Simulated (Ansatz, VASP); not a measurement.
## Ag: VASP beside Ansatz

The input INCAR:

```
SYSTEM = Ag
PREC     = Accurate       ! precision mode
ENCUT    = 520            ! plane-wave cutoff, eV
EDIFF    = 1E-6           ! SCF threshold, eV
ISMEAR   = -1             ! smearing method
SIGMA    = 0.05           ! smearing width, eV
LREAL    = .False.        ! projectors in reciprocal space
LASPH    = .True.         ! aspherical terms in the spheres
NELM     = 60             ! most SCF steps
ALGO     = Normal         ! electronic algorithm
ISIF     = 2              ! what is computed and relaxed
LWAVE    = .False.        ! write WAVECAR
LCHARG   = .False.        ! write CHGCAR
GGA      = CA             ! functional
NBANDS   = 18             ! bands
```

Contents of KPOINTS:

```
regular mesh
0
Gamma
  14 14 8
  0 0 0
```

POSCAR

```
Ag
1.0
    2.9592980612      0.0000000000      0.0000000000
   -1.4796490306      2.5628272984      0.0000000000
    0.0000000000      0.0000000000      4.7900000000
Ag
2
Direct
    0.3333333333      0.6666666667      0.2500000000
    0.6666666667      0.3333333333      0.7500000000
```

Input for Ansatz:

```yaml
crystal:
  lattice:
    - [2.9592980612, 0.0, 0.0]
    - [-1.4796490306, 2.5628272984, 0.0]
    - [0.0, 0.0, 4.79]
  atoms:
    - { symbol: Ag, position: [0.3333333333, 0.6666666667, 0.25] }
    - { symbol: Ag, position: [0.6666666667, 0.3333333333, 0.75] }
kpoints:
  mp_grid: { grid: [14, 14, 8] }
  band_path:
    path:
      - [0.0, 0.0, 0.0]
      - [0.5, 0.0, 0.0]
      - [0.3333333333, 0.3333333333, 0.0]
      - [0.0, 0.0, 0.0]
      - [0.0, 0.0, 0.5]
      - [0.5, 0.0, 0.5]
      - [0.3333333333, 0.3333333333, 0.5]
      - [0.0, 0.0, 0.5]
      - [0.5, 0.0, 0.5]
    npoints: 5
scf:
  occupations: { method: fermi_dirac, width: 0.05 }
hamiltonian:
  xc: lda
  pseudopotentials: { kind: all_electron, lapw: { basis_error: 0.00025 } }
output:
  forces: true
  stress: true
  eigenvalues: true
```

Change from the starting cell: equal xx and yy strain of +1 %.

Alike in both runs: task single point; functional LDA; k mesh 14 × 14 × 8; occupations fermi-dirac, width 0.05 eV; no spin polarisation.

```csv
,VASP,Ansatz
version,VASP 6.6.1,Ansatz 0.2.0
potentials or method,"VASP PAW LDA potentials, release 64 (Ag), cutoff 520 eV","all-electron LAPW, scalar-relativistic"
```

```tsv
	VASP	Ansatz	Ansatz less VASP
pressure (GPa)	-11.8	-11.9	-0.16
traceless stress, the component that is largest in VASP (GPa)	0.20	0.21	+0.004
```

LDA's correlation is that of Perdew and Zunger in VASP and of Perdew and Wang (1992) in Ansatz. Ansatz ran all-electron here, and VASP with PAW potentials.
